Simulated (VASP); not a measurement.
# CoO (Fm-3m) in VASP: notebook

Runs on CoO. Level: PBE+U. Tasks: single point.

All numbers are computed with VASP 6.6.1; they aren't measurements. Logs are shortened: lines on timing, memory, paths and dates and some standing lists are left out, and cuts for length are marked.

## Step 1: The cell of the first run

The structure is cubic, space group Fm-3m (No. 225). Conventional cell: a = 4.263 Å, b = 4.263 Å, c = 4.263 Å, α = 90.00°, β = 90.00°, γ = 90.00°. Within 2.8 Å of Co (site symmetry m-3m) lie 6 O at 2.13 Å. O (site symmetry m-3m) has 6 Co at 2.13 Å within 2.8 Å.

## Step 2: Single point, PBE+U, collinear spin, ferromagnetic start

File INCAR:

```
SYSTEM = CoO
PREC = Accurate
ENCUT = 520
EDIFF = 1E-6
ISMEAR = 0
SIGMA = 0.05
LREAL = .FALSE.
LASPH = .TRUE.
NELM = 150
ALGO = Normal
ISIF = 2
LWAVE = .FALSE.
LCHARG = .FALSE.
ISPIN = 2
MAGMOM = 2.8 2.8 0.32 0.32
LORBIT = 11
LMAXMIX = 4
LDAU = .TRUE.
LDAUTYPE = 2
LDAUL = 2 -1
LDAUU = 1 0
LDAUJ = 0 0
LDAUPRINT = 1
GGA = PE
NBANDS = 27
```

File KPOINTS:

```
regular mesh
0
G
  8 8 8
  0 0 0
```

File POSCAR:

```
CoO
1.0
    0.0000000000      2.1315016600      2.1315016600
    2.1315016600      0.0000000000      2.1315016600
    4.2630033200      4.2630033200      0.0000000000
Co O
2 2
Direct
    0.0000000000      0.0000000000      0.0000000000
    0.0000000000      0.0000000000      0.5000000000
    0.5000000000      0.5000000000      0.2500000000
    0.5000000000      0.5000000000      0.7500000000
```

Potentials or basis: VASP PAW PBE potentials, release 64 (Co, O).

On the command line:

```bash
cat potpaw_PBE.64/Co/POTCAR potpaw_PBE.64/O/POTCAR > POTCAR
mpirun -np 1 vasp_std > vasp.out
```

OUTCAR:

```text
SYSTEM = CoO
   PREC = Accurate
   ENCUT = 520
   EDIFF = 1E-6
   ISMEAR = 0
   LREAL = .FALSE.
   LASPH = .TRUE.
   NELM = 150
   ISIF = 2
   ISPIN = 2
   LORBIT = 11
   GGA = PE

 ion  position               nearest neighbor table
   1  0.000  0.000  0.000-   4 2.13   3 2.13   4 2.13   3 2.13   4 2.13   3 2.13   2 3.01   2 3.01
                             2 3.01   2 3.01   2 3.01   2 3.01
   2  0.000  0.000  0.500-   3 2.13   3 2.13   4 2.13   3 2.13   4 2.13   4 2.13   1 3.01   1 3.01
                             1 3.01   1 3.01   1 3.01   1 3.01
   3  0.500  0.500  0.250-   1 2.13   1 2.13   2 2.13   1 2.13   2 2.13   2 2.13
   4  0.500  0.500  0.750-   2 2.13   1 2.13   2 2.13   1 2.13   2 2.13   1 2.13

  LATTYP: Found a trigonal (rhomboedric) cell.
 ALAT       =     5.2210914529
 COS(alpha) =     0.8333333333

  Lattice vectors:

 A1 = (   4.2630033200,   2.1315016600,  -2.1315016600)
 A2 = (   2.1315016600,   2.1315016600,  -4.2630033200)
 A3 = (   2.1315016600,   4.2630033200,  -2.1315016600)

Analysis of symmetry for initial positions (statically):
=====================================================================
 Subroutine PRICEL returns following result:

  LATTYP: Found a face centered cubic cell.
 ALAT       =     4.2630033200
[... 12 lines left out ...]
 Subroutine GETGRP returns: Found 12 space group operations
 (whereof 12 operations were pure point group operations)
 out of a pool of 12 trial point group operations.

The static configuration has the point symmetry D_3d.

Analysis of symmetry for dynamics (positions and initial velocities):
=====================================================================
 Subroutine PRICEL returns following result:

  LATTYP: Found a face centered cubic cell.
 ALAT       =     4.2630033200
[... 12 lines left out ...]
 Subroutine GETGRP returns: Found 12 space group operations
 (whereof 12 operations were pure point group operations)
 out of a pool of 12 trial point group operations.

The dynamic configuration has the point symmetry D_3d.

Analysis of structural, dynamic, and magnetic symmetry:
=====================================================================
 Subroutine PRICEL returns following result:

  LATTYP: Found a face centered cubic cell.
 ALAT       =     4.2630033200
[... 12 lines left out ...]
 Subroutine GETGRP returns: Found 12 space group operations
 (whereof 12 operations were pure point group operations)
 out of a pool of 12 trial point group operations.

The overall configuration has the point symmetry D_3d.

[... 202 lines left out ...]
  o =  0.9605  v =  0.8129  0.4727  0.0009  0.3402 -0.0001  0.0000  0.0000  0.0000  0.0000  0.0000      0.0000  0.0000  0.0000  0.0000  0.0000  0.0000  0.0000  0.0000  0.0000  0.0000
  o =  0.9605  v =  0.0765 -0.6657  0.0001  0.7423  0.0009  0.0000  0.0000  0.0000  0.0000  0.0000      0.0000  0.0000  0.0000  0.0000  0.0000  0.0000  0.0000  0.0000  0.0000  0.0000
  o =  1.0016  v =  0.0008  0.0004 -1.0000  0.0004 -0.0000  0.0000  0.0000  0.0000  0.0000  0.0000      0.0000  0.0000  0.0000  0.0000  0.0000  0.0000  0.0000  0.0000  0.0000  0.0000
  o =  1.0016  v =  0.0000  0.0007 -0.0000 -0.0007  1.0000  0.0000  0.0000  0.0000  0.0000  0.0000      0.0000  0.0000  0.0000  0.0000  0.0000  0.0000  0.0000  0.0000  0.0000  0.0000

 number of electron      30.0000015 magnetization       5.9907278

 Free energy of the ion-electron system (eV)
  ---------------------------------------------------
  ext. energy  EPLUGINS =         0.00000000
  ---------------------------------------------------
  free energy    TOTEN  =       -24.98228696 eV

  energy without entropy =      -24.97268964  energy(sigma->0) =      -24.97748830

 E-fermi :   7.7170     XC(G=0): -12.3890

 val. band max:        7.7154422656   @ k =   0.5000   0.2500   0.0000
 cond. band min:       7.7192094514   @ k =  -0.1250  -0.2500   0.1250
 fundamental gap:      0.0037671858
 Fermi energy:         7.7169672592

 spin component 1

 k-point     1 :       0.0000    0.0000    0.0000
  band No.  band energies     occupation
      1     -12.2288      1.00000
      2     -10.9915      1.00000
      3      -0.2665      1.00000
      4       1.6173      1.00000
      5       1.6173      1.00000
      6       4.0075      1.00000
[... 1433 lines left out ...]
     26      24.1929      0.00000
     27      24.3762      0.00000

 [... further k-points ...]

------------------------ aborting loop because EDIFF is reached ----------------------------------------

  FORCE on cell =-STRESS in cart. coord.  units (eV):
  Direction    XX          YY          ZZ          XY          YZ          ZX
  --------------------------------------------------------------------------------------
  -------------------------------------------------------------------------------------
  Total       -0.4680931     -0.4680931     -0.4680931     -0.0068548      0.0068548      0.0068548
  in kB      -19.3609123    -19.3609123    -19.3609123     -0.2835245      0.2835245      0.2835245
  external PRESSURE =     -19.3609123 kB  Pullay stress =       0.0000000 kB

 VOLUME and BASIS-vectors are now :
 -----------------------------------------------------------------------------
  energy-cutoff  :      520.00
  volume of cell :       38.74
      direct lattice vectors                 reciprocal lattice vectors
     0.000000000  2.131501660  2.131501660    -0.234576407  0.234576407  0.234576407
     2.131501660  0.000000000  2.131501660     0.234576407 -0.234576407  0.234576407
     4.263003320  4.263003320  0.000000000     0.117288203  0.117288203 -0.117288203

 POSITION                                       TOTAL-FORCE (eV/Angst)
 -----------------------------------------------------------------------------------
      0.00000      0.00000      0.00000        -0.000000     -0.000000     -0.000000
      2.13150      2.13150      0.00000        -0.000000     -0.000000      0.000000
      2.13150      2.13150      2.13150         0.000000      0.000000      0.000000
      4.26300      4.26300      2.13150         0.000000     -0.000000     -0.000000
 -----------------------------------------------------------------------------------
    total drift:                                0.000000     -0.000000     -0.000000

  FREE ENERGIE OF THE ION-ELECTRON SYSTEM (eV)
  ---------------------------------------------------
  free  energy   TOTEN  =       -24.9822869550 eV

  energy  without entropy=      -24.9726896442  energy(sigma->0) =      -24.97748830

 total charge

# of ion       s       p       d       tot
------------------------------------------
    1        0.295   0.357   7.132   7.785
    2        0.295   0.357   7.132   7.785
    3        1.554   3.434   0.000   4.988
    4        1.554   3.434   0.000   4.988
--------------------------------------------------
tot          3.698   7.582  14.264  25.544

 magnetization (x)

# of ion       s       p       d       tot
------------------------------------------
    1        0.020   0.017   2.615   2.652
    2        0.020   0.017   2.615   2.652
    3        0.027   0.276   0.000   0.303
    4        0.027   0.276   0.000   0.303
--------------------------------------------------
tot          0.096   0.586   5.229   5.911
```

OSZICAR:

```text
N       E                     dE             d eps       ncg     rms          rms(c)
DAV:   1     0.247685848996E+03    0.24769E+03   -0.13603E+04  7132   0.135E+03
DAV:   2    -0.390392594534E+01   -0.25159E+03   -0.22466E+03  7328   0.318E+02
DAV:   3    -0.293476431662E+02   -0.25444E+02   -0.24262E+02  7835   0.113E+02
DAV:   4    -0.299048747925E+02   -0.55723E+00   -0.55509E+00  7516   0.170E+01
[... 10 lines left out ...]
DAV:  15    -0.249822665896E+02    0.61590E-04   -0.23897E-03 10411   0.246E-01    0.656E-02
DAV:  16    -0.249822872037E+02   -0.20614E-04   -0.80036E-05  9546   0.105E-01    0.336E-02
DAV:  17    -0.249822868176E+02    0.38612E-06   -0.46454E-05  9992   0.717E-02    0.137E-02
DAV:  18    -0.249822868744E+02   -0.56816E-07   -0.30983E-05  7652   0.259E-02    0.374E-03
DAV:  19    -0.249822869550E+02   -0.80558E-07   -0.12646E-06  3950   0.898E-03
   1 F= -.24982287E+02 E0= -.24977488E+02  d E =-.959731E-02  mag=     5.9909
```

Run time: 2.4 min. Hardware: 1 thread of Intel Xeon Platinum 8259CL at 2.50GHz (Skylake/Cascade Lake), shared host; peak memory 0.25 GiB.

What came out:

- Free energy: -24.9823 eV
- Pressure: -1.9 GPa
- Band gap on the k mesh: zero (filled and empty bands overlap)
- Net moment: 5.99 μB per cell
- Site moments: Co +2.65; O +0.30 μB
- Valence electrons inside the program's atomic spheres: Co 7.79; O 4.99

Eigenvalues of the final occupation matrices:
```tsv
site	spin	trace	eigenvalues
site 1 d	1	4.88	0.96 0.96 0.96 1.00 1.00
site 1 d	2	2.27	0.17 0.17 0.64 0.64 0.64
site 2 d	1	4.88	0.96 0.96 0.96 1.00 1.00
site 2 d	2	2.27	0.17 0.17 0.64 0.64 0.64
```

The state reached can hang on the start; a lower one may exist.

## Step 3: Single point, PBE+U, collinear spin, antiferromagnetic start

File INCAR:

```
SYSTEM = CoO
ALGO = Normal
EDIFF = 1E-6
ENCUT = 520
GGA = PE
ISIF = 2
ISMEAR = 0
ISPIN = 2
LASPH = .TRUE.
LCHARG = .TRUE.
LDAU = .TRUE.
LDAUJ = 0 0
LDAUL = 2 -1
LDAUPRINT = 1
LDAUTYPE = 2
LDAUU = 1 0
LELF = .TRUE.
LMAXMIX = 4
LORBIT = 11
LREAL = .FALSE.
LVHAR = .TRUE.
LWAVE = .FALSE.
MAGMOM = 2.67 -2.67 0 0
NBANDS = 27
NELM = 150
PREC = Accurate
SIGMA = 0.05
```

File KPOINTS:

```
k-points
0
G
  8 8 8
  0 0 0
```

POSCAR is that of step 2.

Potentials or basis: VASP PAW PBE potentials, release 64 (Co, O).

On the command line:

```bash
cat potpaw_PBE.64/Co/POTCAR potpaw_PBE.64/O/POTCAR > POTCAR
mpirun -np 1 vasp_std > vasp.out
```

Run time: 2.2 min. Hardware: 1 thread of Intel Xeon Platinum 8259CL at 2.50GHz (Skylake/Cascade Lake), shared host; peak memory 0.25 GiB.

It converged, with:

```
Free energy                                           : -25.6314 eV
Pressure                                              : -0.2 GPa
Band gap on the k mesh                                : 0.61 eV
Net moment                                            : 0.00 μB per cell
Site moments                                          : Co +2.51, -2.51; O +0.00 μB
Valence electrons inside the program's atomic spheres : Co 7.80; O 4.98
```

Levels at points of the mesh, in eV from the valence-band top:
Spin up:
```csv
k point,band 13,band 14,band 15,band 16,band 17,band 18
"(0.00, 0.00, 0.00)",-1.70,-0.84,-0.84,0.81,1.55,2.46
"(0.50, 0.00, 0.00)",-1.20,-0.65,0.00,1.11,2.47,2.62
"(0.00, 0.00, 0.50)",-0.96,-0.64,-0.64,0.61,2.14,2.14
"(0.50, 0.00, 0.50)",-0.96,-0.86,-0.13,1.10,2.10,2.18
```
Spin down:
```tsv
k point	band 12	band 13	band 14	band 15	band 16	band 17	band 18	band 19
(0.00, 0.00, 0.00)	-1.70	-1.70	-0.84	-0.84	0.81	1.55	2.46	2.46
(0.50, 0.00, 0.00)	-1.42	-1.20	-0.65	0.00	1.11	2.47	2.62	5.51
(0.00, 0.00, 0.50)	-0.96	-0.96	-0.64	-0.64	0.61	2.14	2.14	4.11
(0.50, 0.00, 0.50)	-1.21	-0.96	-0.86	-0.13	1.10	2.10	2.18	7.36
```

Eigenvalues of the final occupation matrices:
```tsv
site	spin	trace	eigenvalues
site 1 d	1	4.84	0.95 0.95 0.96 0.99 0.99
site 1 d	2	2.33	0.08 0.19 0.19 0.93 0.93
site 2 d	1	2.33	0.08 0.19 0.19 0.93 0.93
site 2 d	2	4.84	0.95 0.95 0.96 0.99 0.99
```

## Step 4: Single point, PBE+U, collinear spin, ferromagnetic start

File INCAR:

```
PREC = Accurate
ENCUT = 520
EDIFF = 1E-7
ISMEAR = 0
SIGMA = 0.05
LREAL = False
LASPH = True
NELM = 150
ALGO = Normal
ISIF = 2
LWAVE = False
LCHARG = True
ISPIN = 2
MAGMOM = 2.54 2.54 0.32 0.32
LORBIT = 11
LMAXMIX = 4
LDAU = True
LDAUTYPE = 2
LDAUL = 2 -1
LDAUU = 1 0
LDAUJ = 0 0
LDAUPRINT = 1
GGA = PE
LELF = True
LVHAR = True
NBANDS = 27
```

File KPOINTS:

```
regular mesh
0
Gamma
  8 8 8
```

POSCAR is that of step 3.

On the command line:

```bash
cat potpaw_PBE.64/Co/POTCAR potpaw_PBE.64/O/POTCAR > POTCAR
mpirun -np 1 vasp_std > vasp.out
```

It took 2.6 min on 1 thread of Intel Xeon Platinum 8259CL at 2.50GHz (Skylake/Cascade Lake), shared host; peak memory 0.26 GiB.

The run converged. Its results:

| Property | Result |
| --- | --- |
| Free energy | -24.9823 eV |
| Pressure | -1.9 GPa |
| Band gap on the k mesh | zero (filled and empty bands overlap) |
| Net moment | 5.99 μB per cell |
| Site moments | Co +2.65; O +0.30 μB |
| Valence electrons inside the program's atomic spheres | Co 7.79; O 4.99 |

Levels at points of the mesh, in eV from the Fermi level:
Spin up:
| k point | band 14 | band 15 | band 16 | band 17 | band 18 | band 19 | band 20 | band 21 | band 22 | band 23 |
| --- | --- | --- | --- | --- | --- | --- | --- | --- | --- | --- |
| (0.00, 0.00, 0.00) | -2.75 | -2.75 | -2.10 | -0.02 | -0.02 | 1.17 | 5.24 | 9.49 | 13.58 | 13.58 |
| (0.50, 0.00, 0.00) | -2.47 | -2.47 | -2.10 | -0.02 | -0.02 | 5.24 | 5.99 | 9.49 | 10.02 | 11.59 |
| (0.00, 0.00, 0.50) | -2.60 | -1.03 | -1.03 | -1.03 | -1.03 | 3.87 | 3.87 | 11.64 | 11.64 | 15.72 |
| (0.50, 0.00, 0.50) | -2.26 | -1.54 | -1.54 | -1.31 | -1.31 | 7.10 | 7.10 | 9.36 | 9.36 | 11.12 |
Spin down:
```csv
k point,band 9,band 10,band 11,band 12,band 13,band 14,band 15,band 16
"(0.00, 0.00, 0.00)",-1.10,-1.10,-1.10,-0.12,-0.12,0.19,0.54,0.54
"(0.50, 0.00, 0.00)",-2.20,-0.12,-0.12,0.10,0.10,0.19,1.02,1.46
"(0.00, 0.00, 0.50)",-0.58,-0.58,-0.58,-0.58,-0.48,-0.48,1.99,1.99
"(0.50, 0.00, 0.50)",-0.91,-0.91,0.00,0.00,0.14,0.14,2.01,2.01
```

Eigenvalues of the final occupation matrices:
```tsv
site	spin	trace	eigenvalues
site 1 d	1	4.88	0.96 0.96 0.96 1.00 1.00
site 1 d	2	2.27	0.17 0.17 0.64 0.64 0.64
site 2 d	1	4.88	0.96 0.96 0.96 1.00 1.00
site 2 d	2	2.27	0.17 0.17 0.64 0.64 0.64
```
